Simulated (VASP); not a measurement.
# NbAs (Fm-3m) in VASP: single point with PBE

Aim: the single point of NbAs with PBE.

All numbers are computed with VASP 6.6.1; they aren't measurements. Logs are shortened: lines on timing, memory, paths and dates and some standing lists are left out, and cuts for length are marked.

**1. The cell of the first run**

It takes space group Fm-3m (No. 225, cubic). Conventional cell: a = 5.396 Å, b = 5.396 Å, c = 5.396 Å, α = 90.00°, β = 90.00°, γ = 90.00°. Within 3.6 Å of Nb (site symmetry m-3m) lie 6 As at 2.70 Å. As (site symmetry m-3m) has 6 Nb at 2.70 Å within 3.6 Å.

**2. Single point, PBE (volume scaled by 1.070)**

Contents of INCAR:

```
PREC     = Accurate       # precision mode
ENCUT    = 520            # plane-wave cutoff, eV
EDIFF    = 1E-6           # SCF threshold, eV
ISMEAR   = 0              # smearing method
SIGMA    = 0.05           # smearing width, eV
LREAL    = F              # projectors in reciprocal space
LASPH    = T              # aspherical terms in the spheres
NELM     = 100            # most SCF steps
ALGO     = Normal         # electronic algorithm
ISIF     = 2              # what is computed and relaxed
LWAVE    = F              # write WAVECAR
LCHARG   = T              # write CHGCAR
GGA      = PE             # functional
LELF     = T              # ELF
LVHAR    = T            
NBANDS   = 16             # bands
```

Contents of KPOINTS:

```
Automatic mesh
0
Gamma
  12 12 12
```

Contents of POSCAR:

```
NbAs
1.0
    0.0000000000      2.6979348603      2.6979348603
    2.6979348603      0.0000000000      2.6979348603
    2.6979348603      2.6979348603      0.0000000000
Nb As
1 1
Direct
    0.5000000000      0.5000000000      0.5000000000
    0.0000000000      0.0000000000      0.0000000000
```

Potentials or basis: VASP PAW PBE potentials, release 64 (Nb_sv, As).

On the command line:

```console
$ cat potpaw_PBE.64/Nb_sv/POTCAR potpaw_PBE.64/As/POTCAR > POTCAR
$ mpirun -np 1 vasp_std > vasp.out
```

OUTCAR:

```text
PREC = Accurate
   ENCUT = 520
   EDIFF = 1E-6
   ISMEAR = 0
   LREAL = F
   LASPH = T
   NELM = 100
   ISIF = 2
   GGA = PE

 ion  position               nearest neighbor table
   1  0.500  0.500  0.500-   2 2.70   2 2.70   2 2.70   2 2.70   2 2.70   2 2.70
   2  0.000  0.000  0.000-   1 2.70   1 2.70   1 2.70   1 2.70   1 2.70   1 2.70

  LATTYP: Found a face centered cubic cell.
 ALAT       =     5.3958697206

  Lattice vectors:

 A1 = (   0.0000000000,   2.6979348603,   2.6979348603)
 A2 = (   2.6979348603,   0.0000000000,   2.6979348603)
 A3 = (   2.6979348603,   2.6979348603,   0.0000000000)

Analysis of symmetry for initial positions (statically):
=====================================================================
 Subroutine PRICEL returns:
 Original cell was already a primitive cell.

 Routine SETGRP: Setting up the symmetry group for a
 face centered cubic supercell.

 Subroutine GETGRP returns: Found 48 space group operations
 (whereof 48 operations were pure point group operations)
 out of a pool of 48 trial point group operations.

The static configuration has the point symmetry O_h .

Analysis of symmetry for dynamics (positions and initial velocities):
=====================================================================
 Subroutine PRICEL returns:
 Original cell was already a primitive cell.

 Routine SETGRP: Setting up the symmetry group for a
 face centered cubic supercell.

 Subroutine GETGRP returns: Found 48 space group operations
 (whereof 48 operations were pure point group operations)
 out of a pool of 48 trial point group operations.

The dynamic configuration has the point symmetry O_h .

 Subroutine INISYM returns: Found 48 space group operations
 (whereof 48 operations are pure point group operations),
 and found     1 'primitive' translations

----------------------------------------------------------------------------------------

                                     Primitive cell

  volume of cell :      39.2757

  direct lattice vectors                    reciprocal lattice vectors
     0.000000000  2.697934860  2.697934860    -0.185326936  0.185326936  0.185326936
     2.697934860  0.000000000  2.697934860     0.185326936 -0.185326936  0.185326936
     2.697934860  2.697934860  0.000000000     0.185326936  0.185326936 -0.185326936

  length of vectors
     3.815456070  3.815456070  3.815456070     0.320995668  0.320995668  0.320995668

  position of ions in fractional coordinates (direct lattice)
     0.500000000  0.500000000  0.500000000
     0.000000000  0.000000000  0.000000000

  ion indices of the primitive-cell ions
   primitive index   ion index
                 1           1
                 2           2

----------------------------------------------------------------------------------------

 KPOINTS: Automatic mesh

Automatic generation of k-mesh.
 Grid dimensions read from file:
 generate k-points for:   12   12   12

 Generating k-lattice:

  Cartesian coordinates                     Fractional coordinates (reciprocal lattice)
    -0.015443911  0.015443911  0.015443911     0.083333333  0.000000000  0.000000000
     0.015443911 -0.015443911  0.015443911     0.000000000  0.083333333  0.000000000
     0.015443911  0.015443911 -0.015443911     0.000000000  0.000000000  0.083333333

  Length of vectors
     0.026749639  0.026749639  0.026749639

  Shift w.r.t. Gamma in fractional coordinates (k-lattice)
     0.000000000  0.000000000  0.000000000

 Subroutine IBZKPT returns following result:
 ===========================================

 Found     72 irreducible k-points:

 Following reciprocal coordinates:
            Coordinates               Weight
  0.000000  0.000000  0.000000      1.000000
  0.083333  0.000000  0.000000      8.000000
  0.166667  0.000000  0.000000      8.000000
  0.250000  0.000000  0.000000      8.000000
  0.333333  0.000000  0.000000      8.000000
  0.416667  0.000000  0.000000      8.000000
[... 16 lines left out ...]
  0.500000  0.166667  0.000000     24.000000
 -0.416667  0.166667  0.000000     24.000000
 [... further k-points ...]
   k-points           NKPTS =     72   k-points in BZ     NKDIM =     72   number of bands    NBANDS=     16
   number of dos      NEDOS =    301   number of ions     NIONS =      2
   total plane-waves  NPLWV =  21952
   dimension x,y,z NGX =    28 NGY =   28 NGZ =   28
   dimension x,y,z NGXF=    56 NGYF=   56 NGZF=   56
   ions per type =               1   1
   NGX,Y,Z   is equivalent  to a cutoff of  12.20, 12.20, 12.20 a.u.
   NGXF,Y,Z  is equivalent  to a cutoff of  24.40, 24.40, 24.40 a.u.
 SYSTEM =  unknown system
   PREC   = accura    normal or accurate (medium, high low for compatibility)
   ISTART =      0    job   : 0-new  1-cont  2-samecut
   ICHARG =      2    charge: 1-file 2-atom 10-const
   ISPIN  =      1    spin polarized calculation?
   LNONCOLLINEAR =      F non collinear calculations
   LSORBIT =      F    spin-orbit coupling
   LASPH  =      T    aspherical Exc in radial PAW
   ENCUT  =  520.0 eV  38.22 Ry    6.18 a.u.   7.09  7.09  7.09*2*pi/ulx,y,z
   NELM   =    100;   NELMIN=  2; NELMDL= -5     # of ELM steps
   EDIFF  = 0.1E-05   stopping-criterion for ELM
   LREAL  =      F    real-space projection
   EDIFFG = 0.1E-04   stopping-criterion for IOM
   NSW    =      0    number of steps for IOM
   IBRION =     -1    ionic relax: 0-MD 1-quasi-New 2-CG
   NFREE  =      0    steps in history (QN), initial steepest desc. (CG)
   ISIF   =      2    stress and relaxation
   ISYM   =      2    0-nonsym 1-usesym 2-fastsym
   POTIM  = 0.5000    time-step for ionic-motion
   TEBEG  =    0.0;   TEEND  =   0.0 temperature during run
   PSTRESS=    0.0 pullay stress
   NELECT =      18.0000    total number of electrons
   NUPDOWN=      -1.0000    fix difference up-down
   EMIN   =  10.00;   EMAX   =-10.00  energy-range for DOS
   EFERMI =   0.00;   METHOD = LEGACY
   ISMEAR =     0;   SIGMA  =   0.05  broadening in eV -4-tet -1-fermi 0-gaus
   EFERMI_NEDOS =   21; number of points for ismear=-14 and -15
   IALGO  =     38    algorithm
   IMIX   =      4    mixing-type and parameters
     AMIX     =   0.40;   BMIX     =  1.00
     AMIX_MAG =   1.60;   BMIX_MAG =  1.00
  volume/ion in A,a.u.               =      19.64       132.52
  Fermi-wavevector in a.u.,A,eV,Ry     =   1.262188  2.385190 21.675710  1.593120
  Thomas-Fermi vector in A             =   2.395609
   LORBIT       =      0    0 simple, 1 ext, 2 COOP (PROOUT), +10 PAW based schemes
   GGA     = PE    functional components
   LHFCALC =     F    Hartree Fock is set to
   AEXX    =    0.0000 exact exchange contribution
   IVDW    =     0    specifies the selected vdW correction
   LEPSILON=     F    determine dielectric tensor
   LRPA    =     F    only Hartree local field effects (RPA)
 non-spin polarized calculation
 Gauss-broadening in eV      SIGMA  =   0.05
  energy-cutoff  :      520.00
  volume of cell :       39.28
 maximum number of plane-waves:      1067
   NGX = 15   NGY = 15   NGZ = 15

 number of electron      18.0000001 magnetization

 Free energy of the ion-electron system (eV)
  ---------------------------------------------------
  ext. energy  EPLUGINS =         0.00000000
  ---------------------------------------------------
  free energy    TOTEN  =       -15.29242677 eV

  energy without entropy =      -15.28880136  energy(sigma->0) =      -15.29061407

 E-fermi :   8.7913     XC(G=0): -11.2336

 val. band max:        8.7874975111   @ k =   0.3333   0.0000   0.0000
 cond. band min:       8.8458311027   @ k =   0.5000   0.5000   0.0000
 fundamental gap:      0.0583335916
 Fermi energy:         8.7913155023

 k-point     1 :       0.0000    0.0000    0.0000
  band No.  band energies     occupation
      1     -47.0566      2.00000
      2     -23.0753      2.00000
      3     -23.0753      2.00000
      4     -23.0753      2.00000
      5      -4.2084      2.00000
      6       7.5025      2.00000
[... 8 lines left out ...]
     15      16.4603      0.00000
     16      21.1629      0.00000

 k-point     2 :       0.0833    0.0000    0.0000
  band No.  band energies     occupation
      1     -47.0560      2.00000
      2     -23.0838      2.00000
      3     -23.0759      2.00000
      4     -23.0759      2.00000
      5      -4.1135      2.00000
      6       6.9704      2.00000
[... 8 lines left out ...]
     15      16.6244      0.00000
     16      20.4334      0.00000

 k-point     3 :       0.1667    0.0000    0.0000
  band No.  band energies     occupation
      1     -47.0545      2.00000
      2     -23.1070      2.00000
      3     -23.0778      2.00000
      4     -23.0778      2.00000
      5      -3.8387      2.00000
      6       5.8395      2.00000
[... 8 lines left out ...]
     15      16.8574      0.00000
     16      19.7233      0.00000

 k-point     4 :       0.2500    0.0000    0.0000
  band No.  band energies     occupation
      1     -47.0524      2.00000
      2     -23.1386      2.00000
      3     -23.0804      2.00000
      4     -23.0804      2.00000
      5      -3.4167      2.00000
      6       4.6018      2.00000
[... 8 lines left out ...]
     15      17.4300      0.00000
     16      18.3450      0.00000
[... 324 lines left out ...]
 k-point    22 :       0.4167    0.1667    0.0000
  band No.  band energies     occupation
      1     -47.0485      2.00000
      2     -23.1725      2.00000
      3     -23.0980      2.00000
      4     -23.0953      2.00000
      5      -2.7128      2.00000
      6       3.3360      2.00000
[... 8 lines left out ...]
     15      15.5604      0.00000
     16      17.8038      0.00000

 k-point    23 :       0.5000    0.1667    0.0000
  band No.  band energies     occupation
      1     -47.0474      2.00000
      2     -23.1864      2.00000
      3     -23.1039      2.00000
      4     -23.0939      2.00000
      5      -2.4106      2.00000
      6       2.8956      2.00000
[... 8 lines left out ...]
     15      16.2908      0.00000
     16      17.5811      0.00000

 k-point    24 :      -0.4167    0.1667    0.0000
  band No.  band energies     occupation
      1     -47.0473      2.00000
      2     -23.1878      2.00000
      3     -23.1084      2.00000
      4     -23.0905      2.00000
      5      -2.3400      2.00000
      6       2.7811      2.00000
[... 8 lines left out ...]
     15      16.7482      0.00000
     16      17.3720      0.00000

 [... further k-points ...]
[... 5 lines left out ...]
  --------------------------------------------------------------------------------------
  -------------------------------------------------------------------------------------
  Total       -2.0795125     -2.0795125     -2.0795125      0.0000000      0.0000000      0.0000000
  in kB      -84.8296628    -84.8296628    -84.8296628      0.0000000      0.0000000      0.0000000
  external PRESSURE =     -84.8296628 kB  Pullay stress =       0.0000000 kB

 VOLUME and BASIS-vectors are now :
 -----------------------------------------------------------------------------
  energy-cutoff  :      520.00
  volume of cell :       39.28
      direct lattice vectors                 reciprocal lattice vectors
     0.000000000  2.697934860  2.697934860    -0.185326936  0.185326936  0.185326936
     2.697934860  0.000000000  2.697934860     0.185326936 -0.185326936  0.185326936
     2.697934860  2.697934860  0.000000000     0.185326936  0.185326936 -0.185326936

 POSITION                                       TOTAL-FORCE (eV/Angst)
 -----------------------------------------------------------------------------------
      2.69793      2.69793      2.69793        -0.000000     -0.000000      0.000000
      0.00000      0.00000      0.00000         0.000000      0.000000     -0.000000
 -----------------------------------------------------------------------------------
    total drift:                                0.000000      0.000000      0.000000

  FREE ENERGIE OF THE ION-ELECTRON SYSTEM (eV)
  ---------------------------------------------------
  free  energy   TOTEN  =       -15.2924267689 eV

  energy  without entropy=      -15.2888013631  energy(sigma->0) =      -15.29061407
```

Wall time 19 s (1 thread of Intel Xeon 6975P-C (Granite Rapids), shared host); peak memory 0.19 GiB.

What came out:

* Free energy: -15.2924 eV
* Pressure: -8.5 GPa
* Band gap on the k mesh: zero (band 9 reaches 9.37 eV, above the bottom of band 10 at 7.70 eV)

Levels at points of the mesh, in eV from the Fermi level:
```csv
k point,band 6,band 7,band 8,band 9,band 10,band 11,band 12,band 13
"(0.00, 0.00, 0.00)",-1.29,-1.29,-1.29,-0.79,-0.79,-0.16,-0.16,-0.16
"(0.50, 0.00, 0.00)",-6.46,-4.03,-4.03,0.57,0.57,1.32,3.17,6.10
"(0.50, 0.50, 0.00)",-4.66,-2.87,-1.94,-1.94,0.05,1.16,1.16,2.17
```
